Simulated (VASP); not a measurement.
# Ti3C2 (P6_3/mmc) in VASP: single point with LDA

Aim: the single point of Ti3C2 with LDA.

Program: VASP 6.6.1. These are calculated values, not measurements. Logs are shortened: lines on timing, memory, paths and dates and some standing lists are left out, and cuts for length are marked.

**1. The cell of the first run**

The structure is hexagonal, space group P6_3/mmc (No. 194). Conventional cell: a = 3.067 Å, b = 3.067 Å, c = 15.117 Å, α = 90.00°, β = 90.00°, γ = 120.00°. Within 2.7 Å of Ti (site symmetry 3m) lie 3 C at 2.06 Å. Ti (site symmetry -3m) has 6 C at 2.20 Å within 2.9 Å. C (site symmetry 3m) has 6 Ti at 2.06 to 2.20 Å within 2.7 Å.

**2. Single point, LDA**

Contents of INCAR:

```
SYSTEM = Ti3C2
PREC = Accurate
ENCUT = 520
EDIFF = 1E-6
ISMEAR = 1
SIGMA = 0.05
LREAL = .False.
LASPH = .True.
NELM = 80
ALGO = Normal
ISIF = 2
LWAVE = .False.
LCHARG = .True.
GGA = CA
LELF = .True.
LVHAR = .True.
NBANDS = 55
```

Contents of KPOINTS:

```
Automatic mesh
0
Gamma
  11 11 2
  0 0 0
```

Contents of POSCAR:

```
Ti3C2
1.0
    3.0666049700      0.0000000000      0.0000000000
   -1.5333024800      2.6557578000      0.0000000000
    0.0000000000      0.0000000000     15.1171500700
Ti C
6 4
Direct
    0.3333333276      0.6666666704      0.8438777098
    0.6666666691      0.3333333296      0.3438777101
    0.6666666691      0.3333333296      0.1561222902
    0.3333333276      0.6666666704      0.6561222899
    0.0000000000      0.0000000000      0.0000000000
    0.0000000000      0.0000000000      0.4999999997
    0.6666666691      0.3333333296      0.9141037600
    0.3333333276      0.6666666704      0.4141037597
    0.6666666691      0.3333333296      0.5858962403
    0.3333333276      0.6666666704      0.0858962400
```

Potentials or basis: VASP PAW LDA potentials, release 64 (Ti_sv, C).

The run is started by

```
$ cat potpaw_LDA.64/Ti_sv/POTCAR potpaw_LDA.64/C/POTCAR > POTCAR
$ mpirun -np 1 vasp_std > vasp.out
```

OUTCAR:

```text
SYSTEM = Ti3C2
   PREC = Accurate
   ENCUT = 520
   EDIFF = 1E-6
   ISMEAR = 1
   LREAL = .False.
   LASPH = .True.
   NELM = 80
   ISIF = 2
   GGA = CA

 ion  position               nearest neighbor table
   1  0.333  0.667  0.844-   7 2.06   7 2.06   7 2.06   4 2.84
   2  0.667  0.333  0.344-   8 2.06   8 2.06   8 2.06   3 2.84
   3  0.667  0.333  0.156-  10 2.06  10 2.06  10 2.06   2 2.84
   4  0.333  0.667  0.656-   9 2.06   9 2.06   9 2.06   1 2.84
   5  0.000  0.000  0.000-  10 2.20   7 2.20  10 2.20   7 2.20   7 2.20  10 2.20
   6  0.000  0.000  0.500-   8 2.20   9 2.20   8 2.20   9 2.20   9 2.20   8 2.20
   7  0.667  0.333  0.914-   1 2.06   1 2.06   1 2.06   5 2.20   5 2.20   5 2.20
   8  0.333  0.667  0.414-   2 2.06   2 2.06   2 2.06   6 2.20   6 2.20   6 2.20
   9  0.667  0.333  0.586-   4 2.06   4 2.06   4 2.06   6 2.20   6 2.20   6 2.20
  10  0.333  0.667  0.086-   3 2.06   3 2.06   3 2.06   5 2.20   5 2.20   5 2.20

  LATTYP: Found a hexagonal cell.
 ALAT       =     3.0666049700
 C/A-ratio  =     4.9296046338

  Lattice vectors:

 A1 = (   3.0666049700,   0.0000000000,   0.0000000000)
 A2 = (  -1.5333024800,   2.6557578000,   0.0000000000)
 A3 = (   0.0000000000,   0.0000000000,  15.1171500700)

Analysis of symmetry for initial positions (statically):
=====================================================================
 Subroutine PRICEL returns:
 Original cell was already a primitive cell.

 Routine SETGRP: Setting up the symmetry group for a
 hexagonal supercell.

 Subroutine GETGRP returns: Found 24 space group operations
 (whereof 12 operations were pure point group operations)
 out of a pool of 24 trial point group operations.

The static configuration has the point symmetry D_3d.
 The point group associated with its full space group is D_6h.

Analysis of symmetry for dynamics (positions and initial velocities):
=====================================================================
 Subroutine PRICEL returns:
 Original cell was already a primitive cell.

 Routine SETGRP: Setting up the symmetry group for a
 hexagonal supercell.

 Subroutine GETGRP returns: Found 24 space group operations
 (whereof 12 operations were pure point group operations)
 out of a pool of 24 trial point group operations.

The dynamic configuration has the point symmetry D_3d.
 The point group associated with its full space group is D_6h.

 Subroutine INISYM returns: Found 24 space group operations
 (whereof 12 operations are pure point group operations),
 and found     1 'primitive' translations

----------------------------------------------------------------------------------------

                                     Primitive cell

  volume of cell :     123.1165

  direct lattice vectors                    reciprocal lattice vectors
     3.066604970  0.000000000  0.000000000     0.326093517  0.188270180  0.000000000
    -1.533302480  2.655757800  0.000000000     0.000000000  0.376540361  0.000000000
     0.000000000  0.000000000 15.117150070     0.000000000  0.000000000  0.066150035

  length of vectors
     3.066604970  3.066604961 15.117150070     0.376540360  0.376540361  0.066150035

  position of ions in fractional coordinates (direct lattice)
     0.333333328  0.666666670  0.843877710
     0.666666669  0.333333330  0.343877710
     0.666666669  0.333333330  0.156122290
     0.333333328  0.666666670  0.656122290
     0.000000000  0.000000000  0.000000000
     0.000000000  0.000000000  0.500000000
     0.666666669  0.333333330  0.914103760
     0.333333328  0.666666670  0.414103760
     0.666666669  0.333333330  0.585896240
     0.333333328  0.666666670  0.085896240

  ion indices of the primitive-cell ions
   primitive index   ion index
                 1           1
                 2           2
                 3           3
                 4           4
                 5           5
                 6           6
                 7           7
                 8           8
                 9           9
                10          10

----------------------------------------------------------------------------------------

 KPOINTS: Automatic mesh

Automatic generation of k-mesh.
 Grid dimensions read from file:
 generate k-points for:   11   11    2

 Generating k-lattice:

  Cartesian coordinates                     Fractional coordinates (reciprocal lattice)
     0.029644865  0.017115471  0.000000000     0.090909091  0.000000000  0.000000000
     0.000000000  0.034230942  0.000000000     0.000000000  0.090909091  0.000000000
     0.000000000  0.000000000  0.033075017     0.000000000  0.000000000  0.500000000

  Length of vectors
     0.034230942  0.034230942  0.033075017

  Shift w.r.t. Gamma in fractional coordinates (k-lattice)
     0.000000000  0.000000000  0.000000000

 Subroutine IBZKPT returns following result:
 ===========================================

 Found     32 irreducible k-points:

 Following reciprocal coordinates:
            Coordinates               Weight
  0.000000  0.000000  0.000000      1.000000
  0.090909 -0.000000  0.000000      6.000000
  0.181818 -0.000000  0.000000      6.000000
  0.272727 -0.000000  0.000000      6.000000
  0.363636 -0.000000  0.000000      6.000000
  0.454545 -0.000000  0.000000      6.000000
[... 16 lines left out ...]
  0.090909  0.090909  0.500000      6.000000
  0.181818  0.090909  0.500000     12.000000
 [... further k-points ...]
   k-points           NKPTS =     32   k-points in BZ     NKDIM =     32   number of bands    NBANDS=     55
   number of dos      NEDOS =    301   number of ions     NIONS =     10
   total plane-waves  NPLWV =  64512
   dimension x,y,z NGX =    24 NGY =   24 NGZ =  112
   dimension x,y,z NGXF=    48 NGYF=   48 NGZF=  224
   ions per type =               6   4
   NGX,Y,Z   is equivalent  to a cutoff of  13.01, 13.01, 12.32 a.u.
   NGXF,Y,Z  is equivalent  to a cutoff of  26.02, 26.02, 24.63 a.u.
 SYSTEM =  Ti3C2
   PREC   = accura    normal or accurate (medium, high low for compatibility)
   ISTART =      0    job   : 0-new  1-cont  2-samecut
   ICHARG =      2    charge: 1-file 2-atom 10-const
   ISPIN  =      1    spin polarized calculation?
   LNONCOLLINEAR =      F non collinear calculations
   LSORBIT =      F    spin-orbit coupling
   LASPH  =      T    aspherical Exc in radial PAW
   ENCUT  =  520.0 eV  38.22 Ry    6.18 a.u.   5.70  5.70 28.11*2*pi/ulx,y,z
   NELM   =     80;   NELMIN=  2; NELMDL= -5     # of ELM steps
   EDIFF  = 0.1E-05   stopping-criterion for ELM
   LREAL  =      F    real-space projection
   EDIFFG = 0.1E-04   stopping-criterion for IOM
   NSW    =      0    number of steps for IOM
   IBRION =     -1    ionic relax: 0-MD 1-quasi-New 2-CG
   NFREE  =      0    steps in history (QN), initial steepest desc. (CG)
   ISIF   =      2    stress and relaxation
   ISYM   =      2    0-nonsym 1-usesym 2-fastsym
   POTIM  = 0.5000    time-step for ionic-motion
   TEBEG  =    0.0;   TEEND  =   0.0 temperature during run
   PSTRESS=    0.0 pullay stress
   NELECT =      88.0000    total number of electrons
   NUPDOWN=      -1.0000    fix difference up-down
   EMIN   =  10.00;   EMAX   =-10.00  energy-range for DOS
   EFERMI =   0.00;   METHOD = LEGACY
   ISMEAR =     1;   SIGMA  =   0.05  broadening in eV -4-tet -1-fermi 0-gaus
   EFERMI_NEDOS =   21; number of points for ismear=-14 and -15
   IALGO  =     38    algorithm
   IMIX   =      4    mixing-type and parameters
     AMIX     =   0.40;   BMIX     =  1.00
     AMIX_MAG =   1.60;   BMIX_MAG =  1.00
  volume/ion in A,a.u.               =      12.31        83.08
  Fermi-wavevector in a.u.,A,eV,Ry     =   1.463739  2.766066 29.150916  2.142532
  Thomas-Fermi vector in A             =   2.579798
   LORBIT       =      0    0 simple, 1 ext, 2 COOP (PROOUT), +10 PAW based schemes
   GGA     = CA    functional components
   LHFCALC =     F    Hartree Fock is set to
   AEXX    =    0.0000 exact exchange contribution
   IVDW    =     0    specifies the selected vdW correction
   LEPSILON=     F    determine dielectric tensor
   LRPA    =     F    only Hartree local field effects (RPA)
 non-spin polarized calculation
 Methfessel and Paxton  Order N= 1 SIGMA  =   0.05
  energy-cutoff  :      520.00
  volume of cell :      123.12
 maximum number of plane-waves:      3333
 NGX is ok and might be reduce to    24
   NGX = 11   NGY = 11   NGZ = 57

 number of electron      87.9999998 magnetization

 Free energy of the ion-electron system (eV)
  ---------------------------------------------------
  ext. energy  EPLUGINS =         0.00000000
  ---------------------------------------------------
  free energy    TOTEN  =       -99.40043824 eV

  energy without entropy =      -99.40096767  energy(sigma->0) =      -99.40061472

 E-fermi :   8.4369     XC(G=0): -12.1903

 val. band max:        8.4308939220   @ k =   0.0909   0.0909   0.0000
 cond. band min:       8.4991814612   @ k =   0.1818   0.1818   0.0000
 fundamental gap:      0.0682875392
 Fermi energy:         8.4368806300

 k-point     1 :       0.0000    0.0000    0.0000
  band No.  band energies     occupation
      1     -47.8295      2.00000
      2     -47.8197      2.00000
      3     -47.8024      2.00000
      4     -47.7908      2.00000
      5     -47.6372      2.00000
      6     -47.6354      2.00000
[... 47 lines left out ...]
     54      10.0461      0.00000
     55      10.1395      0.00000

 k-point     2 :       0.0909   -0.0000    0.0000
  band No.  band energies     occupation
      1     -47.8249      2.00000
      2     -47.8158      2.00000
      3     -47.7977      2.00000
      4     -47.7869      2.00000
      5     -47.6339      2.00000
      6     -47.6322      2.00000
[... 47 lines left out ...]
     54       9.9417      0.00000
     55      10.2481      0.00000
[... 1216 lines left out ...]
     54       9.8861      0.00000
     55      10.3940      0.00000

 k-point    24 :       0.1818    0.0909    0.5000
  band No.  band energies     occupation
      1     -47.7994      2.00000
      2     -47.7994      2.00000
      3     -47.7708      2.00000
      4     -47.7708      2.00000
      5     -47.6170      2.00000
      6     -47.6170      2.00000
[... 47 lines left out ...]
     54      10.0906      0.00000
     55      10.6608      0.00000

 [... further k-points ...]

------------------------ aborting loop because EDIFF is reached ----------------------------------------

  FORCE on cell =-STRESS in cart. coord.  units (eV):
  Direction    XX          YY          ZZ          XY          YZ          ZX
  --------------------------------------------------------------------------------------
  -------------------------------------------------------------------------------------
  Total       -7.0319147     -7.0319147     -7.0629499     -0.0000000      0.0000000     -0.0000000
  in kB      -91.5098733    -91.5098727    -91.9137491     -0.0000002      0.0000000     -0.0000000
  external PRESSURE =     -91.6444984 kB  Pullay stress =       0.0000000 kB

 VOLUME and BASIS-vectors are now :
 -----------------------------------------------------------------------------
  energy-cutoff  :      520.00
  volume of cell :      123.12
      direct lattice vectors                 reciprocal lattice vectors
     3.066604970  0.000000000  0.000000000     0.326093517  0.188270180  0.000000000
    -1.533302480  2.655757800  0.000000000     0.000000000  0.376540361  0.000000000
     0.000000000  0.000000000 15.117150070     0.000000000  0.000000000  0.066150035

 POSITION                                       TOTAL-FORCE (eV/Angst)
 -----------------------------------------------------------------------------------
     -0.00000      1.77051     12.75703        -0.000000      0.000000      0.439650
      1.53330      0.88525      5.19845         0.000000     -0.000000      0.439650
      1.53330      0.88525      2.36012         0.000000     -0.000000     -0.439650
     -0.00000      1.77051      9.91870        -0.000000      0.000000     -0.439650
      0.00000      0.00000      0.00000        -0.000000      0.000000     -0.000000
      0.00000      0.00000      7.55858        -0.000000      0.000000     -0.000000
      1.53330      0.88525     13.81864        -0.000000      0.000000     -0.016439
     -0.00000      1.77051      6.26007        -0.000000      0.000000     -0.016439
      1.53330      0.88525      8.85708        -0.000000      0.000000      0.016439
     -0.00000      1.77051      1.29851        -0.000000      0.000000      0.016439
 -----------------------------------------------------------------------------------
    total drift:                                0.000058     -0.000011      0.000037

  FREE ENERGIE OF THE ION-ELECTRON SYSTEM (eV)
  ---------------------------------------------------
  free  energy   TOTEN  =       -99.4004382381 eV

  energy  without entropy=      -99.4009676714  energy(sigma->0) =      -99.40061472
```

It took 3.1 min on 1 thread of Intel Xeon Platinum 8488C (Sapphire Rapids), shared host; peak memory 0.29 GiB.

Results:

```yaml
Free_energy: -99.4004 eV
Pressure: -9.2 GPa
Largest_force: 0.440 eV/Å
Band_gap_on_the_k_mesh: zero (band 44 reaches 8.76 eV, above the bottom of band 45 at 8.15 eV)
```

Forces on the atoms (eV/Å):
```
Ti   0.000  0.000  0.440
Ti   0.000  0.000  0.440
Ti   0.000  0.000 -0.440
Ti   0.000  0.000 -0.440
Ti   0.000  0.000  0.000
Ti   0.000  0.000  0.000
C    0.000  0.000 -0.016
C    0.000  0.000 -0.016
C    0.000  0.000  0.016
C    0.000  0.000  0.016
```

Levels at points of the mesh, in eV from the Fermi level:
```tsv
k point	band 40	band 41	band 42	band 43	band 44	band 45	band 46	band 47	band 48	band 49
(0.00, 0.00, 0.00)	-1.77	-1.77	-1.68	0.18	0.33	0.33	0.46	0.47	0.47	1.22
(0.00, 0.00, 0.50)	-1.81	-1.81	-1.81	0.32	0.32	0.39	0.39	0.39	0.39	1.35
```
